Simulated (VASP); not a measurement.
Input of a VASP 6.6.1 run:

The input INCAR:

```
SYSTEM = HBr
ALGO     = Normal         ! electronic algorithm
EDIFF    = 1E-6           ! SCF threshold, eV
ENCUT    = 520            ! plane-wave cutoff, eV
GGA      = PS             ! functional
ISIF     = 2              ! what is computed and relaxed
ISMEAR   = 0              ! smearing method
LASPH    = .True.         ! aspherical terms in the spheres
LCHARG   = .False.        ! write CHGCAR
LREAL    = .False.        ! projectors in reciprocal space
LWAVE    = .False.        ! write WAVECAR
NBANDS   = 16             ! bands
NELM     = 80             ! most SCF steps
PREC     = Accurate       ! precision mode
SIGMA    = 0.02           ! smearing width, eV
```

Contents of KPOINTS:

```
k-points
0
Gamma
  6 6 8
  0 0 0
```

File POSCAR:

```
HBr
1.0
    5.4459128156      0.0000000000      0.0000000000
    0.0000000000      5.4459128156      0.0000000000
    0.0000000000      0.0000000000      3.3924373221
H Br
2 2
Direct
    0.0000000000      0.0000000000      0.0000000000
    0.5000000000      0.5000000000      0.5000000000
    0.0000000000      0.0000000000      0.5000000000
    0.5000000000      0.5000000000      0.0000000000
```

Potentials or basis: VASP PAW PBE potentials, release 64 (H, Br).

Launch:

```console
$ cat potpaw_PBE.64/H/POTCAR potpaw_PBE.64/Br/POTCAR > POTCAR
$ mpirun -np 1 vasp_std > vasp.out
```

Q: Predict the band gap on the k mesh.

A: 1.26 eV.

Q: Estimate the pressure.

A: -1.0 GPa.

Stress tensor (GPa, compression positive):
```
-0.03  0.00  0.00
 0.00 -0.03  0.00
 0.00  0.00 -2.86
```

Caveat: the PAW data sets were made with another functional, which shifts forces and pressure a little. A k mesh can miss the band edges.
